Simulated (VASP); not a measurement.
# Ga (Pm-3m) in VASP: single point with PBEsol

Aim: the single point of Ga with PBEsol.

All numbers are computed with VASP 6.6.1; they aren't measurements. Logs are shortened: lines on timing, memory, paths and dates and some standing lists are left out, and cuts for length are marked.

### 1 The cell of the first run

The structure is cubic, space group Pm-3m (No. 221). The conventional cell has a = 2.718 Å, b = 2.718 Å, c = 2.718 Å, α = 90.00°, β = 90.00°, γ = 90.00°. Ga (site symmetry m-3m) has 6 Ga at 2.72 Å within 3.6 Å.

### 2 Single point, PBEsol

INCAR reads:

```
SYSTEM = Ga
  PREC = Accurate
  ENCUT = 500
  EDIFF = 1E-6
  ISMEAR = 0
  SIGMA = 0.1
  LREAL = .FALSE.
  LASPH = .TRUE.
  NELM = 120
  ALGO = Normal
  ISIF = 2
  LWAVE = .FALSE.
  LCHARG = .TRUE.
  GGA = PS
  LELF = .TRUE.
  LVHAR = .TRUE.
  NBANDS = 12
  GGA_COMPAT = .FALSE.
```

KPOINTS reads:

```
Automatic mesh
0
G
  6 6 6
  0 0 0
```

POSCAR reads:

```
Ga
1.0
    2.7179413345      0.0000000000      0.0000000000
    0.0000000000      2.7179413345      0.0000000000
    0.0000000000      0.0000000000      2.7179413345
Ga
1
Direct
    0.0000000000      0.0000000000      0.0000000000
```

Potentials or basis: VASP PAW PBE potentials, release 64 (Ga_d).

The run is started by

```console
> cat potpaw_PBE.64/Ga_d/POTCAR > POTCAR
> mpirun -np 1 vasp_std > vasp.out
```

OUTCAR:

```text
SYSTEM = Ga
   PREC = Accurate
   ENCUT = 500
   EDIFF = 1E-6
   ISMEAR = 0
   LREAL = .FALSE.
   LASPH = .TRUE.
   NELM = 120
   ISIF = 2
   GGA = PS

 ion  position               nearest neighbor table
   1  0.000  0.000  0.000-

  LATTYP: Found a simple cubic cell.
 ALAT       =     2.7179413345

  Lattice vectors:

 A1 = (   2.7179413345,   0.0000000000,   0.0000000000)
 A2 = (   0.0000000000,   2.7179413345,   0.0000000000)
 A3 = (   0.0000000000,   0.0000000000,   2.7179413345)

Analysis of symmetry for initial positions (statically):
=====================================================================
 Subroutine PRICEL returns:
 Original cell was already a primitive cell.

 Routine SETGRP: Setting up the symmetry group for a
 simple cubic supercell.

 Subroutine GETGRP returns: Found 48 space group operations
 (whereof 48 operations were pure point group operations)
 out of a pool of 48 trial point group operations.

The static configuration has the point symmetry O_h .

Analysis of symmetry for dynamics (positions and initial velocities):
=====================================================================
 Subroutine PRICEL returns:
 Original cell was already a primitive cell.

 Routine SETGRP: Setting up the symmetry group for a
 simple cubic supercell.

 Subroutine GETGRP returns: Found 48 space group operations
 (whereof 48 operations were pure point group operations)
 out of a pool of 48 trial point group operations.

The dynamic configuration has the point symmetry O_h .

 Subroutine INISYM returns: Found 48 space group operations
 (whereof 48 operations are pure point group operations),
 and found     1 'primitive' translations

----------------------------------------------------------------------------------------

                                     Primitive cell

  volume of cell :      20.0780

  direct lattice vectors                    reciprocal lattice vectors
     2.717941334  0.000000000  0.000000000     0.367925528  0.000000000  0.000000000
     0.000000000  2.717941334  0.000000000     0.000000000  0.367925528  0.000000000
     0.000000000  0.000000000  2.717941334     0.000000000  0.000000000  0.367925528

  length of vectors
     2.717941334  2.717941334  2.717941334     0.367925528  0.367925528  0.367925528

  position of ions in fractional coordinates (direct lattice)
     0.000000000  0.000000000  0.000000000

  ion indices of the primitive-cell ions
   primitive index   ion index
                 1           1

----------------------------------------------------------------------------------------

 KPOINTS: Automatic mesh

Automatic generation of k-mesh.
 Grid dimensions read from file:
 generate k-points for:    6    6    6

 Generating k-lattice:

  Cartesian coordinates                     Fractional coordinates (reciprocal lattice)
     0.061320921  0.000000000  0.000000000     0.166666667  0.000000000  0.000000000
     0.000000000  0.061320921  0.000000000     0.000000000  0.166666667  0.000000000
     0.000000000  0.000000000  0.061320921     0.000000000  0.000000000  0.166666667

  Length of vectors
     0.061320921  0.061320921  0.061320921

  Shift w.r.t. Gamma in fractional coordinates (k-lattice)
     0.000000000  0.000000000  0.000000000

 Subroutine IBZKPT returns following result:
 ===========================================

 Found     20 irreducible k-points:

 Following reciprocal coordinates:
            Coordinates               Weight
  0.000000  0.000000  0.000000      1.000000
  0.166667  0.000000  0.000000      6.000000
  0.333333  0.000000  0.000000      6.000000
  0.500000  0.000000  0.000000      3.000000
  0.166667  0.166667  0.000000     12.000000
  0.333333  0.166667  0.000000     24.000000
[... 12 lines left out ...]
  0.500000  0.500000  0.333333      6.000000
  0.500000  0.500000  0.500000      1.000000
   k-points           NKPTS =     20   k-points in BZ     NKDIM =     20   number of bands    NBANDS=     12
   number of dos      NEDOS =    301   number of ions     NIONS =      1
   total plane-waves  NPLWV =   8000
   dimension x,y,z NGX =    20 NGY =   20 NGZ =   20
   dimension x,y,z NGXF=    40 NGYF=   40 NGZF=   40
   ions per type =               1
   NGX,Y,Z   is equivalent  to a cutoff of  12.23, 12.23, 12.23 a.u.
   NGXF,Y,Z  is equivalent  to a cutoff of  24.47, 24.47, 24.47 a.u.
 SYSTEM =  Ga
   PREC   = accura    normal or accurate (medium, high low for compatibility)
   ISTART =      0    job   : 0-new  1-cont  2-samecut
   ICHARG =      2    charge: 1-file 2-atom 10-const
   ISPIN  =      1    spin polarized calculation?
   LNONCOLLINEAR =      F non collinear calculations
   LSORBIT =      F    spin-orbit coupling
   LASPH  =      T    aspherical Exc in radial PAW
   ENCUT  =  500.0 eV  36.75 Ry    6.06 a.u.   4.96  4.96  4.96*2*pi/ulx,y,z
   NELM   =    120;   NELMIN=  2; NELMDL= -5     # of ELM steps
   EDIFF  = 0.1E-05   stopping-criterion for ELM
   LREAL  =      F    real-space projection
   EDIFFG = 0.1E-04   stopping-criterion for IOM
   NSW    =      0    number of steps for IOM
   IBRION =     -1    ionic relax: 0-MD 1-quasi-New 2-CG
   NFREE  =      0    steps in history (QN), initial steepest desc. (CG)
   ISIF   =      2    stress and relaxation
   ISYM   =      2    0-nonsym 1-usesym 2-fastsym
   POTIM  = 0.5000    time-step for ionic-motion
   TEBEG  =    0.0;   TEEND  =   0.0 temperature during run
   PSTRESS=    0.0 pullay stress
   NELECT =      13.0000    total number of electrons
   NUPDOWN=      -1.0000    fix difference up-down
   EMIN   =  10.00;   EMAX   =-10.00  energy-range for DOS
   EFERMI =   0.00;   METHOD = LEGACY
   ISMEAR =     0;   SIGMA  =   0.10  broadening in eV -4-tet -1-fermi 0-gaus
   EFERMI_NEDOS =   21; number of points for ismear=-14 and -15
   IALGO  =     38    algorithm
   IMIX   =      4    mixing-type and parameters
     AMIX     =   0.40;   BMIX     =  1.00
     AMIX_MAG =   1.60;   BMIX_MAG =  1.00
  volume/ion in A,a.u.               =      20.08       135.49
  Fermi-wavevector in a.u.,A,eV,Ry     =   1.416280  2.676382 27.291243  2.005850
  Thomas-Fermi vector in A             =   2.537631
   LORBIT       =      0    0 simple, 1 ext, 2 COOP (PROOUT), +10 PAW based schemes
   GGA     = PS    functional components
   LHFCALC =     F    Hartree Fock is set to
   AEXX    =    0.0000 exact exchange contribution
   IVDW    =     0    specifies the selected vdW correction
   LEPSILON=     F    determine dielectric tensor
   LRPA    =     F    only Hartree local field effects (RPA)
 non-spin polarized calculation
 Gauss-broadening in eV      SIGMA  =   0.10
  energy-cutoff  :      500.00
  volume of cell :       20.08
 maximum number of plane-waves:       536
 NGX is ok and might be reduce to    20
   NGX =  9   NGY =  9   NGZ =  9

 number of electron      13.0000027 magnetization

 Free energy of the ion-electron system (eV)
  ---------------------------------------------------
  ext. energy  EPLUGINS =         0.00000000
  ---------------------------------------------------
  free energy    TOTEN  =        -3.18354170 eV

  energy without entropy =       -3.17978040  energy(sigma->0) =       -3.18166105

 E-fermi :   4.6565     XC(G=0): -10.7716

 val. band max:        4.4928115688   @ k =   0.5000   0.5000   0.1667
 cond. band min:       4.6935276629   @ k =   0.5000   0.3333   0.3333
 fundamental gap:      0.2007160940
 Fermi energy:         4.6565215309

 k-point     1 :       0.0000    0.0000    0.0000
  band No.  band energies     occupation
      1     -10.4572      2.00000
      2     -10.4572      2.00000
      3      -9.9408      2.00000
      4      -9.9408      2.00000
      5      -9.9408      2.00000
      6      -5.9673      2.00000
      7      13.5224      0.00000
      8      13.5224      0.00000
      9      13.5224      0.00000
     10      16.4724      0.00000
     11      16.4724      0.00000
     12      18.8657      0.00000

 k-point     2 :       0.1667    0.0000    0.0000
  band No.  band energies     occupation
      1     -10.4473      2.00000
      2     -10.3712      2.00000
      3      -9.9766      2.00000
      4      -9.9766      2.00000
      5      -9.9378      2.00000
      6      -5.4020      2.00000
      7       8.7922      0.00000
      8      14.0985      0.00000
      9      14.0985      0.00000
     10      16.9516      0.00000
     11      18.4153      0.00000
     12      22.9860      0.00000

 k-point     3 :       0.3333    0.0000    0.0000
  band No.  band energies     occupation
      1     -10.4274      2.00000
      2     -10.2105      2.00000
      3     -10.0472      2.00000
      4     -10.0472      2.00000
      5      -9.9318      2.00000
      6      -3.6982      2.00000
      7       3.7227      2.00000
      8      15.6495      0.00000
      9      15.6495      0.00000
     10      18.3846      0.00000
     11      19.7312      0.00000
     12      24.7503      0.00000

 k-point     4 :       0.5000    0.0000    0.0000
  band No.  band energies     occupation
      1     -10.4174      2.00000
      2     -10.1350      2.00000
      3     -10.0821      2.00000
      4     -10.0821      2.00000
      5      -9.9287      2.00000
      6      -1.6086      2.00000
      7       0.4868      2.00000
      8      16.9408      0.00000
      9      16.9408      0.00000
     10      20.1770      0.00000
     11      20.9586      0.00000
     12      21.8768      0.00000

 k-point     5 :       0.1667    0.1667    0.0000
  band No.  band energies     occupation
      1     -10.4023      2.00000
      2     -10.3147      2.00000
      3     -10.0205      2.00000
      4      -9.9751      2.00000
      5      -9.9709      2.00000
      6      -4.8384      2.00000
      7       8.9587      0.00000
      8       9.7758      0.00000
      9      14.6755      0.00000
     10      18.1283      0.00000
     11      22.5480      0.00000
     12      23.0341      0.00000
[... 168 lines left out ...]
      1     -10.2027      2.00000
      2     -10.1823      2.00000
      3     -10.1823      2.00000
      4      -9.9738      2.00000
      5      -9.9738      2.00000
      6       0.7000      2.00000
      7       7.3162      0.00000
      8       7.3162      0.00000
      9       9.5662      0.00000
     10      15.7239      0.00000
     11      16.0865      0.00000
     12      16.0865      0.00000

 k-point    18 :       0.5000    0.3333    0.3333
  band No.  band energies     occupation
      1     -10.2462      2.00000
      2     -10.2295      2.00000
      3     -10.1793      2.00000
      4      -9.9697      2.00000
      5      -9.8640      2.00000
      6       2.6875      2.00000
      7       4.6935      0.60073
      8       8.5701      0.00000
      9      11.0953      0.00000
     10      12.6945      0.00000
     11      13.7855      0.00000
     12      17.6859      0.00000

 k-point    19 :       0.5000    0.5000    0.3333
  band No.  band energies     occupation
      1     -10.2923      2.00000
      2     -10.2268      2.00000
      3     -10.2268      2.00000
      4      -9.9158      2.00000
      5      -9.7993      2.00000
      6       4.9659      0.00001
      7       5.9941      0.00000
      8       5.9941      0.00000
      9      10.8198      0.00000
     10      11.7947      0.00000
     11      15.0299      0.00000
     12      15.0299      0.00000

 k-point    20 :       0.5000    0.5000    0.5000
  band No.  band energies     occupation
      1     -10.2797      2.00000
      2     -10.2797      2.00000
      3     -10.2797      2.00000
      4      -9.7972      2.00000
      5      -9.7972      2.00000
      6       7.2109      0.00000
      7       7.2109      0.00000
      8       7.2109      0.00000
      9       8.3314      0.00000
     10      12.7764      0.00000
     11      12.7764      0.00000
     12      12.7764      0.00000

------------------------ aborting loop because EDIFF is reached ----------------------------------------

  FORCE on cell =-STRESS in cart. coord.  units (eV):
  Direction    XX          YY          ZZ          XY          YZ          ZX
  --------------------------------------------------------------------------------------
  -------------------------------------------------------------------------------------
  Total       -0.3530115     -0.3530115     -0.3530115      0.0000000     -0.0000000      0.0000000
  in kB      -28.1695070    -28.1695070    -28.1695070      0.0000000     -0.0000000      0.0000000
  external PRESSURE =     -28.1695070 kB  Pullay stress =       0.0000000 kB

 VOLUME and BASIS-vectors are now :
 -----------------------------------------------------------------------------
  energy-cutoff  :      500.00
  volume of cell :       20.08
      direct lattice vectors                 reciprocal lattice vectors
     2.717941334  0.000000000  0.000000000     0.367925528  0.000000000  0.000000000
     0.000000000  2.717941334  0.000000000     0.000000000  0.367925528  0.000000000
     0.000000000  0.000000000  2.717941334     0.000000000  0.000000000  0.367925528

 POSITION                                       TOTAL-FORCE (eV/Angst)
 -----------------------------------------------------------------------------------
      0.00000      0.00000      0.00000         0.000000      0.000000      0.000000
 -----------------------------------------------------------------------------------
    total drift:                                0.000000      0.000000      0.000000

  FREE ENERGIE OF THE ION-ELECTRON SYSTEM (eV)
  ---------------------------------------------------
  free  energy   TOTEN  =        -3.1835416966 eV

  energy  without entropy=       -3.1797803963  energy(sigma->0) =       -3.18166105
```

Run time: 7.4 s. Hardware: 1 thread of Intel Xeon 8259CL, shared host; peak memory 0.12 GiB.

Results:

| Quantity | Value |
| --- | --- |
| Free energy | -3.1835 eV |
| Pressure | -2.8 GPa |

Levels at points of the mesh, in eV from the Fermi level:
```csv
k point,band 4,band 5,band 6,band 7,band 8,band 9
"(0.00, 0.00, 0.00)",-14.60,-14.60,-10.62,8.87,8.87,8.87
"(0.50, 0.00, 0.00)",-14.74,-14.59,-6.27,-4.17,12.28,12.28
"(0.50, 0.50, 0.00)",-14.72,-14.46,-1.72,-0.73,-0.73,4.13
"(0.50, 0.50, 0.50)",-14.45,-14.45,2.55,2.55,2.55,3.67
```

Caveat: the k points lie up to 0.39 Å⁻¹ apart; the PAW data sets were made with another functional, which shifts forces and pressure a little.
